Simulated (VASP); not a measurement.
A run of VASP 6.6.1 is set up as follows.

Contents of POSCAR:

```
Rh
1.0
    2.7309790422      0.0000000000      0.0000000000
   -1.3654895211      2.3650972278      0.0000000000
    0.0000000000      0.0000000000      4.4284890000
Rh
2
Direct
    0.6666666667      0.3333333333      0.7500000000
    0.3333333333      0.6666666667      0.2500000000
```

File INCAR.step1:

```
ALGO = Normal
EDIFF = 1E-7
ENCUT = 520
GGA = CA
ISIF = 2
ISMEAR = -1
ISPIN = 2
LASPH = True
LCHARG = True
LMAXMIX = 4
LREAL = False
LWAVE = False
MAGMOM = 1 1
NBANDS = 26
NELM = 150
PREC = Accurate
SIGMA = 0.05
```

File KPOINTS.step1:

```
k-points
0
Gamma
  16 16 9
```

INCAR.step2

```
ALGO = Normal
EDIFF = 1E-7
ENCUT = 520
GGA = CA
ICHARG = 11
ISIF = 2
ISMEAR = -5
ISPIN = 2
LASPH = True
LCHARG = False
LMAXMIX = 4
LORBIT = 10
LREAL = False
LWAVE = False
MAGMOM = 1 1
NBANDS = 26
NEDOS = 1001
NELM = 150
PREC = Accurate
SIGMA = 0.05
```

KPOINTS.step2

```
k-points
0
Gamma
  24 24 14
```

Potentials or basis: VASP PAW LDA potentials, release 64 (Rh_pv).

The run is started by

```sh
$ cat potpaw_LDA.64/Rh_pv/POTCAR > POTCAR
$ cp INCAR.step1 INCAR
$ cp KPOINTS.step1 KPOINTS
$ mpirun -np 1 vasp_std > vasp.out
$ cp INCAR.step2 INCAR
$ cp KPOINTS.step2 KPOINTS
$ mpirun -np 1 vasp_std > vasp.out
```

Q: What does it give for the net moment?

A: 0.00 μB per cell.
